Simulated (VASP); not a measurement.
# F (P-1) in VASP: notebook

F is run at these levels: PBE+D3(BJ); tasks: single point.

Everything below comes from runs of VASP 6.6.1. Logs are shortened: lines on timing, memory, paths and dates and some standing lists are left out, and cuts for length are marked.

## (1) The cell of the first run

The typed cell holds 8 atoms: a = 3.540 Å, b = 6.324 Å, c = 6.472 Å, α = 91.50°, β = 91.53°, γ = 92.39°.

## (2) Single point, PBE+D3(BJ)

Contents of INCAR:

```
SYSTEM = F
ALGO     = Normal         ! electronic algorithm
EDIFF    = 1E-6           ! SCF threshold, eV
ENCUT    = 520            ! plane-wave cutoff, eV
GGA      = PE             ! functional
ISIF     = 2              ! what is computed and relaxed
ISMEAR   = 0              ! smearing method
IVDW     = 12             ! dispersion correction
LASPH    = .TRUE.         ! aspherical terms in the spheres
LCHARG   = .FALSE.        ! write CHGCAR
LREAL    = .FALSE.        ! projectors in reciprocal space
LWAVE    = .FALSE.        ! write WAVECAR
NBANDS   = 38             ! bands
NELM     = 100            ! most SCF steps
PREC     = Accurate       ! precision mode
SIGMA    = 0.02           ! smearing width, eV
```

Contents of KPOINTS:

```
k-points
0
G
  6 4 4
  0 0 0
```

Contents of POSCAR:

```
F
1.0
    3.5403189000      0.0000000000      0.0000000000
   -0.2638642000      6.3184221000      0.0000000000
   -0.1725385000     -0.1772526000      6.4670950000
F
8
Direct
    0.3953630000      0.1646240000      0.3524620000
    0.9463810000      0.7647310000      0.2680850000
    0.8972470000      0.2572130000      0.9303390000
    0.4308430000      0.6390330000      0.7000980000
    0.5691570000      0.3609670000      0.2999020000
    0.1027530000      0.7427870000      0.0696610000
    0.0536190000      0.2352690000      0.7319150000
    0.6046370000      0.8353760000      0.6475380000
```

Potentials or basis: VASP PAW PBE potentials, release 64 (F).

The run is started by

```sh
cat potpaw_PBE.64/F/POTCAR > POTCAR
mpirun -np 1 vasp_std > vasp.out
```

OUTCAR:

```text
SYSTEM = F
   EDIFF = 1E-6
   ENCUT = 520
   GGA = PE
   ISIF = 2
   ISMEAR = 0
   IVDW = 12
   LASPH = .TRUE.
   LREAL = .FALSE.
   NELM = 100
   PREC = Accurate
 IVDW          = 12

 ion  position               nearest neighbor table
   1  0.395  0.165  0.352-   5 1.42
   2  0.946  0.765  0.268-   6 1.42
   3  0.897  0.257  0.930-   7 1.42
   4  0.431  0.639  0.700-   8 1.42
   5  0.569  0.361  0.300-   1 1.42
   6  0.103  0.743  0.070-   2 1.42
   7  0.054  0.235  0.732-   3 1.42
   8  0.605  0.835  0.648-   4 1.42

  LATTYP: Found a triclinic cell.
 ALAT       =     7.1174161909
 B/A-ratio  =     0.4974163102
 C/A-ratio  =     0.9092940214
 COS(alpha) =     0.0266599494
 COS(beta)  =     0.0365864921
 COS(gamma) =     0.4603432780

  Lattice vectors:

 A1 = (   3.2764547000,   6.3184221000,   0.0000000000)
 A2 = (   3.5403189000,   0.0000000000,   0.0000000000)
 A3 = (   0.1725385000,   0.1772526000,  -6.4670950000)

Analysis of symmetry for initial positions (statically):
=====================================================================
 Subroutine PRICEL returns:
 Original cell was already a primitive cell.

 Routine SETGRP: Setting up the symmetry group for a
 triclinic supercell.

 Subroutine GETGRP returns: Found  2 space group operations
 (whereof  2 operations were pure point group operations)
 out of a pool of  2 trial point group operations.

The static configuration has the point symmetry S_2 .

Analysis of symmetry for dynamics (positions and initial velocities):
=====================================================================
 Subroutine PRICEL returns:
 Original cell was already a primitive cell.

 Routine SETGRP: Setting up the symmetry group for a
 triclinic supercell.

 Subroutine GETGRP returns: Found  2 space group operations
 (whereof  2 operations were pure point group operations)
 out of a pool of  2 trial point group operations.

The dynamic configuration has the point symmetry S_2 .

 Subroutine INISYM returns: Found  2 space group operations
 (whereof  2 operations are pure point group operations),
 and found     1 'primitive' translations

----------------------------------------------------------------------------------------

                                     Primitive cell

  volume of cell :     144.6639

  direct lattice vectors                    reciprocal lattice vectors
     3.540318900  0.000000000  0.000000000     0.282460430  0.011795856  0.007859193
    -0.263864200  6.318422100  0.000000000     0.000000000  0.158267362  0.004337852
    -0.172538500 -0.177252600  6.467095000     0.000000000  0.000000000  0.154628933

  length of vectors
     3.540318900  6.323929328  6.471823990     0.282815848  0.158326798  0.154628933

  position of ions in fractional coordinates (direct lattice)
     0.395363000  0.164624000  0.352462000
     0.946381000  0.764731000  0.268085000
     0.897247000  0.257213000  0.930339000
     0.430843000  0.639033000  0.700098000
     0.569157000  0.360967000  0.299902000
     0.102753000  0.742787000  0.069661000
     0.053619000  0.235269000  0.731915000
     0.604637000  0.835376000  0.647538000

  ion indices of the primitive-cell ions
   primitive index   ion index
                 1           1
                 2           2
                 3           3
                 4           4
                 5           5
                 6           6
                 7           7
                 8           8

----------------------------------------------------------------------------------------

 KPOINTS: k-points

Automatic generation of k-mesh.
 Grid dimensions read from file:
 generate k-points for:    6    4    4

 Generating k-lattice:

  Cartesian coordinates                     Fractional coordinates (reciprocal lattice)
     0.047076738  0.001965976  0.001309865     0.166666667  0.000000000  0.000000000
     0.000000000  0.039566841  0.001084463     0.000000000  0.250000000  0.000000000
     0.000000000  0.000000000  0.038657233     0.000000000  0.000000000  0.250000000

  Length of vectors
     0.047135975  0.039581699  0.038657233

  Shift w.r.t. Gamma in fractional coordinates (k-lattice)
     0.000000000  0.000000000  0.000000000

 Subroutine IBZKPT returns following result:
 ===========================================

 Found     52 irreducible k-points:

 Following reciprocal coordinates:
            Coordinates               Weight
  0.000000  0.000000  0.000000      1.000000
  0.166667 -0.000000  0.000000      2.000000
  0.333333 -0.000000 -0.000000      2.000000
  0.500000 -0.000000  0.000000      1.000000
  0.000000  0.250000  0.000000      2.000000
  0.166667  0.250000  0.000000      2.000000
[... 16 lines left out ...]
  0.333333  0.250000  0.250000      2.000000
  0.500000  0.250000  0.250000      2.000000
 [... further k-points ...]
   k-points           NKPTS =     52   k-points in BZ     NKDIM =     52   number of bands    NBANDS=     38
   number of dos      NEDOS =    301   number of ions     NIONS =      8
   total plane-waves  NPLWV =  64512
   dimension x,y,z NGX =    28 NGY =   48 NGZ =   48
   dimension x,y,z NGXF=    56 NGYF=   96 NGZF=   96
   ions per type =               8
   NGX,Y,Z   is equivalent  to a cutoff of  13.15, 12.62, 12.33 a.u.
   NGXF,Y,Z  is equivalent  to a cutoff of  26.30, 25.24, 24.66 a.u.
 SYSTEM =  F
   PREC   = accura    normal or accurate (medium, high low for compatibility)
   ISTART =      0    job   : 0-new  1-cont  2-samecut
   ICHARG =      2    charge: 1-file 2-atom 10-const
   ISPIN  =      1    spin polarized calculation?
   LNONCOLLINEAR =      F non collinear calculations
   LSORBIT =      F    spin-orbit coupling
   LASPH  =      T    aspherical Exc in radial PAW
   ENCUT  =  520.0 eV  38.22 Ry    6.18 a.u.   6.58 11.76 12.03*2*pi/ulx,y,z
   NELM   =    100;   NELMIN=  2; NELMDL= -5     # of ELM steps
   EDIFF  = 0.1E-05   stopping-criterion for ELM
   LREAL  =      F    real-space projection
   EDIFFG = 0.1E-04   stopping-criterion for IOM
   NSW    =      0    number of steps for IOM
   IBRION =     -1    ionic relax: 0-MD 1-quasi-New 2-CG
   NFREE  =      0    steps in history (QN), initial steepest desc. (CG)
   ISIF   =      2    stress and relaxation
   ISYM   =      2    0-nonsym 1-usesym 2-fastsym
   POTIM  = 0.5000    time-step for ionic-motion
   TEBEG  =    0.0;   TEEND  =   0.0 temperature during run
   PSTRESS=    0.0 pullay stress
   NELECT =      56.0000    total number of electrons
   NUPDOWN=      -1.0000    fix difference up-down
   EMIN   =  10.00;   EMAX   =-10.00  energy-range for DOS
   EFERMI =   0.00;   METHOD = LEGACY
   ISMEAR =     0;   SIGMA  =   0.02  broadening in eV -4-tet -1-fermi 0-gaus
   EFERMI_NEDOS =   21; number of points for ismear=-14 and -15
   IALGO  =     38    algorithm
   IMIX   =      4    mixing-type and parameters
     AMIX     =   0.40;   BMIX     =  1.00
     AMIX_MAG =   1.60;   BMIX_MAG =  1.00
  volume/ion in A,a.u.               =      18.08       122.03
  Fermi-wavevector in a.u.,A,eV,Ry     =   1.193120  2.254670 19.368371  1.423535
  Thomas-Fermi vector in A             =   2.329142
   LORBIT       =      0    0 simple, 1 ext, 2 COOP (PROOUT), +10 PAW based schemes
   GGA     = PE    functional components
   LHFCALC =     F    Hartree Fock is set to
   AEXX    =    0.0000 exact exchange contribution
   IVDW    =    12    specifies the selected vdW correction
   LEPSILON=     F    determine dielectric tensor
   LRPA    =     F    only Hartree local field effects (RPA)
 non-spin polarized calculation
 Gauss-broadening in eV      SIGMA  =   0.02
  energy-cutoff  :      520.00
  volume of cell :      144.66
 maximum number of plane-waves:      3928
 NGX is ok and might be reduce to    28
   NGX = 13   NGY = 23   NGZ = 25

 number of electron      56.0000028 magnetization

 Free energy of the ion-electron system (eV)
  ---------------------------------------------------
  ext. energy  EPLUGINS =         0.00000000
  ---------------------------------------------------
  free energy    TOTEN  =       -14.61624237 eV

  energy without entropy =      -14.61624237  energy(sigma->0) =      -14.61624237

 E-fermi :  -5.5428     XC(G=0):  -7.0895

 val. band max:       -5.7324861620   @ k =   0.0000   0.5000   0.0000
 cond. band min:      -2.6384041690   @ k =   0.0000   0.5000   0.0000
 fundamental gap:      3.0940819930
 Fermi energy:        -5.5427646015

 k-point     1 :       0.0000    0.0000    0.0000
  band No.  band energies     occupation
      1     -30.5460      2.00000
      2     -30.4961      2.00000
      3     -30.3852      2.00000
      4     -30.3732      2.00000
      5     -24.2713      2.00000
      6     -24.2257      2.00000
[... 30 lines left out ...]
     37       6.9378      0.00000
     38       8.8003      0.00000

 k-point     2 :       0.1667   -0.0000    0.0000
  band No.  band energies     occupation
      1     -30.5340      2.00000
      2     -30.4899      2.00000
      3     -30.3789      2.00000
      4     -30.3725      2.00000
      5     -24.2708      2.00000
      6     -24.2192      2.00000
[... 30 lines left out ...]
     37       7.3100      0.00000
     38       8.9973      0.00000

 k-point     3 :       0.3333   -0.0000   -0.0000
  band No.  band energies     occupation
      1     -30.5085      2.00000
      2     -30.4778      2.00000
      3     -30.3727      2.00000
      4     -30.3667      2.00000
      5     -24.2656      2.00000
      6     -24.2113      2.00000
[... 30 lines left out ...]
     37       8.2215      0.00000
[... 781 lines left out ...]
 k-point    23 :       0.3333    0.2500    0.2500
  band No.  band energies     occupation
      1     -30.5016      2.00000
      2     -30.4845      2.00000
      3     -30.3736      2.00000
      4     -30.3655      2.00000
      5     -24.2863      2.00000
      6     -24.2246      2.00000
[... 30 lines left out ...]
     37       8.3320      0.00000
     38       9.3326      0.00000

 k-point    24 :       0.5000    0.2500    0.2500
  band No.  band energies     occupation
      1     -30.4915      2.00000
      2     -30.4779      2.00000
      3     -30.3708      2.00000
      4     -30.3598      2.00000
      5     -24.2721      2.00000
      6     -24.2196      2.00000
[... 30 lines left out ...]
     37       8.2530      0.00000
     38       8.6277      0.00000

 [... further k-points ...]

------------------------ aborting loop because EDIFF is reached ----------------------------------------

 Edisp (eV)   -0.20102

 E8    (eV) :    -0.0431

  FORCE on cell =-STRESS in cart. coord.  units (eV):
  Direction    XX          YY          ZZ          XY          YZ          ZX
  --------------------------------------------------------------------------------------
  -------------------------------------------------------------------------------------
  Total      -0.06343     0.37058     0.50841     0.34539    -0.17252    -0.49755
  in kB      -0.70247     4.10426     5.63070     3.82524    -1.91071    -5.51043
  external pressure =        3.01 kB  Pullay stress =        0.00 kB

 VOLUME and BASIS-vectors are now :
 -----------------------------------------------------------------------------
  energy-cutoff  :      520.00
  volume of cell :      144.66
      direct lattice vectors                 reciprocal lattice vectors
     3.540318900  0.000000000  0.000000000     0.282460430  0.011795856  0.007859193
    -0.263864200  6.318422100  0.000000000     0.000000000  0.158267362  0.004337852
    -0.172538500 -0.177252600  6.467095000     0.000000000  0.000000000  0.154628933

 POSITION                                       TOTAL-FORCE (eV/Angst)
 -----------------------------------------------------------------------------------
      1.29546      0.97769      2.27941        -0.153341     -0.331125      0.092061
      3.10245      4.78437      1.73373        -0.153867      0.027239      0.331716
      2.94815      1.46028      6.01659        -0.154259      0.027280      0.332770
      1.23591      3.91359      4.52760        -0.153687     -0.331052      0.093909
      1.86801      2.22758      1.93949         0.153687      0.331052     -0.093909
      0.15576      4.68089      0.45050         0.154259     -0.027280     -0.332770
      0.00147      1.35680      4.73336         0.153867     -0.027239     -0.331716
      1.80846      5.16348      4.18769         0.153341      0.331125     -0.092061
 -----------------------------------------------------------------------------------
    total drift:                               -0.000000      0.000000     -0.000000

  FREE ENERGIE OF THE ION-ELECTRON SYSTEM (eV)
  ---------------------------------------------------
  free  energy   TOTEN  =       -14.8172644421 eV

  energy  without entropy=      -14.8172644421  energy(sigma->0) =      -14.81726444
```

It took 1.9 min on 1 thread of Intel Xeon 6975P-C (Granite Rapids), shared host; peak memory 0.34 GiB.

Results:

```yaml
Free_energy: -14.8173 eV
Pressure: 0.3 GPa
Largest_force: 0.377 eV/Å
Band_gap_on_the_k_mesh: 3.09 eV
Dispersion_energy_per_atom: -0.025 eV
```

Forces on the atoms (eV/Å):
```
F   -0.153 -0.331  0.092
F   -0.154  0.027  0.332
F   -0.154  0.027  0.333
F   -0.154 -0.331  0.094
F    0.154  0.331 -0.094
F    0.154 -0.027 -0.333
F    0.154 -0.027 -0.332
F    0.153  0.331 -0.092
```

Stress tensor (GPa, compression positive):
```
-0.07  0.38 -0.55
 0.38  0.41 -0.19
-0.55 -0.19  0.56
```

Levels at points of the mesh, in eV from the valence-band top:
```csv
k point,band 25,band 26,band 27,band 28,band 29,band 30,band 31,band 32
"(0.00, 0.00, 0.00)",-0.16,-0.15,-0.07,-0.03,3.20,3.33,3.48,3.53
"(0.50, 0.00, 0.00)",-0.10,-0.08,-0.06,-0.05,3.27,3.32,3.43,3.47
"(0.00, 0.50, 0.00)",-0.16,-0.15,-0.09,0.00,3.09,3.35,3.43,3.53
"(0.50, 0.50, 0.00)",-0.11,-0.10,-0.07,-0.06,3.30,3.38,3.44,3.45
"(0.00, 0.00, 0.50)",-0.16,-0.16,-0.10,-0.08,3.28,3.37,3.40,3.42
"(0.50, 0.00, 0.50)",-0.17,-0.07,-0.05,-0.02,3.20,3.27,3.47,3.56
"(0.00, 0.50, 0.50)",-0.17,-0.16,-0.08,-0.07,3.15,3.30,3.44,3.47
"(0.50, 0.50, 0.50)",-0.12,-0.08,-0.08,-0.05,3.21,3.33,3.50,3.54
```

A k mesh can miss the band edges.

## (3) Single point, PBE+D3(BJ) (18.63 Å³/atom)

This run uses another cell than the first one, of 18.63 Å³/atom.

Contents of INCAR:

```
SYSTEM = F
  ALGO = Normal
  EDIFF = 1E-7
  ENCUT = 520
  GGA = PE
  ISIF = 2
  ISMEAR = 0
  IVDW = 12
  LASPH = .TRUE.
  LCHARG = .FALSE.
  LREAL = .FALSE.
  LWAVE = .FALSE.
  NBANDS = 38
  NELM = 60
  PREC = Accurate
  SIGMA = 0.02
```

KPOINTS is that of step 2.

Contents of POSCAR:

```
F
1.0
    3.5698196873      0.0199154655     -0.0241643225
   -0.2305197134      6.3486021967     -0.0452656370
   -0.2191142643     -0.2272855916      6.5764755265
F
8
Direct
    0.4037985534      0.1656688434      0.3573758406
    0.9437872366      0.7596652967      0.2642343488
    0.9037248974      0.2569841633      0.9310266508
    0.4251046255      0.6427616329      0.6996439733
    0.5748953745      0.3572383671      0.3003560267
    0.0962751026      0.7430158367      0.0689733492
    0.0562127634      0.2403347033      0.7357656512
    0.5962014466      0.8343311566      0.6426241594
```

Potentials or basis: VASP PAW PBE potentials, release 64 (F).

The run is started by

```sh
cat potpaw_PBE.64/F/POTCAR > POTCAR
mpirun -np 1 vasp_std > vasp.out
```

Run time: 2.3 min. Hardware: 1 thread of Intel Xeon 6975P-C (Granite Rapids), shared host; peak memory 0.36 GiB.

Results (log left out):

| Property | Result |
| --- | --- |
| Free energy | -14.8154 eV |
| Pressure | 0.2 GPa |
| Largest force | 0.382 eV/Å |
| Band gap on the k mesh | 3.10 eV |
| Dispersion energy per atom | -0.024 eV |

Forces on the atoms (eV/Å):
```
F   -0.154 -0.331  0.105
F   -0.150  0.013  0.327
F   -0.150  0.013  0.328
F   -0.155 -0.333  0.105
F    0.155  0.333 -0.105
F    0.150 -0.013 -0.328
F    0.150 -0.013 -0.327
F    0.154  0.331 -0.105
```

Stress tensor (GPa, compression positive):
```
-0.13  0.38 -0.52
 0.38  0.31 -0.25
-0.52 -0.25  0.45
```

Levels at points of the mesh, in eV from the valence-band top:
| k point | band 25 | band 26 | band 27 | band 28 | band 29 | band 30 | band 31 | band 32 |
| --- | --- | --- | --- | --- | --- | --- | --- | --- |
| (0.00, 0.00, 0.00) | -0.14 | -0.14 | -0.07 | -0.02 | 3.21 | 3.33 | 3.48 | 3.56 |
| (0.50, 0.00, 0.00) | -0.09 | -0.07 | -0.04 | -0.04 | 3.28 | 3.35 | 3.45 | 3.48 |
| (0.00, 0.50, 0.00) | -0.15 | -0.14 | -0.08 | 0.00 | 3.10 | 3.37 | 3.45 | 3.55 |
| (0.50, 0.50, 0.00) | -0.10 | -0.09 | -0.06 | -0.05 | 3.30 | 3.39 | 3.46 | 3.47 |
| (0.00, 0.00, 0.50) | -0.15 | -0.14 | -0.09 | -0.06 | 3.29 | 3.38 | 3.41 | 3.44 |
| (0.50, 0.00, 0.50) | -0.16 | -0.05 | -0.03 | -0.01 | 3.22 | 3.27 | 3.48 | 3.58 |
| (0.00, 0.50, 0.50) | -0.16 | -0.15 | -0.08 | -0.06 | 3.17 | 3.32 | 3.45 | 3.49 |
| (0.50, 0.50, 0.50) | -0.11 | -0.06 | -0.06 | -0.03 | 3.20 | 3.35 | 3.51 | 3.56 |

A k mesh can miss the band edges.

[end of part 1 of 2]
